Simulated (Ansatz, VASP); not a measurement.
**Two plane-wave programs on Ga3Te2O**

```
CELL_PARAMETERS angstrom
4.18357 0.00000 0.00000
-2.09178 3.62307 0.00000
0.00000 0.00000 8.22131
ATOMIC_POSITIONS crystal
Ga 0.66667 0.33333 0.50000
Ga 0.00000 0.00000 0.00000
Ga 0.00000 0.00000 0.50000
Te 0.33333 0.66667 0.24401
Te 0.33333 0.66667 0.75599
O 0.66667 0.33333 0.00000
```

Change from the starting cell: species swapped into the La2CuSi3 type (P-6m2, No. 187).

Alike in both runs: functional PBE; k mesh 12 × 12 × 6; occupations gaussian, width 0.1 eV; no spin polarisation.

Ansatz relaxed the structure, and its values are those at the end. VASP's run is a single point on that final structure, the one shown.

|  | VASP | Ansatz |
| --- | --- | --- |
| version | VASP 6.6.1 | Ansatz 0.2.0 |
| potentials or method | VASP PAW PBE potentials, release 64 (Ga_d, Te, O), cutoff 520 eV | scalar-relativistic, plane waves, PAW |
| valence electrons in the cell | 57 | 77 |

```csv
,VASP,Ansatz,Ansatz less VASP
gap on the k mesh at the Fermi level (eV),none,none,-
pressure (GPa),0.0,0.0,-0.04
```

A gap of «none» marks a metal or a gap that the smearing closes. VASP's potentials hold 57 valence electrons a cell and Ansatz's 77, so a difference there can come from the potentials and not from the codes.

Neither program's run includes spin-orbit coupling.
